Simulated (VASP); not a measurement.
A run of VASP 6.6.1:

The input INCAR:

```
SYSTEM = PbO2
  PREC = Accurate
  ENCUT = 600
  EDIFF = 1E-7
  ISMEAR = -1
  SIGMA = 0.05
  LREAL = .FALSE.
  LASPH = .TRUE.
  NELM = 80
  ALGO = Normal
  ISIF = 3
  LWAVE = .FALSE.
  LCHARG = .FALSE.
  GGA = PS
  IBRION = 2
  NSW = 60
  EDIFFG = -0.01
```

Contents of KPOINTS:

```
Automatic mesh
0
G
  6 6 8
  0 0 0
```

File POSCAR:

```
PbO2
1.0
    4.9949598700      0.0000000000      0.0000000000
    0.0000000000      4.9949598700      0.0000000000
    0.0000000000      0.0000000000      3.4090009600
Pb O
2 4
Direct
    0.5000000000      0.5000000000      0.5000000000
    0.0000000000      0.0000000000      0.0000000000
    0.6925710400      0.6925710400      0.0000000000
    0.8074289600      0.1925710400      0.5000000000
    0.1925710400      0.8074289600      0.5000000000
    0.3074289600      0.3074289600      0.0000000000
```

Potentials or basis: VASP PAW PBE potentials, release 64 (Pb_d, O).

Command:

```sh
$ cat potpaw_PBE.64/Pb_d/POTCAR potpaw_PBE.64/O/POTCAR > POTCAR
$ mpirun -np 1 vasp_std > vasp.out
```

Hardware: 1 thread of Intel(R) Xeon(R) Platinum 8488C (Sapphire Rapids) (shared host).

Problem. How long does it take, and how much memory?

Solution. Run time: 4.9 min on 1 thread of Intel(R) Xeon(R) Platinum 8488C (Sapphire Rapids), on a shared host, peak memory 0.28 GiB. Counts: scf iterations 40, k points 50, ion steps 5.
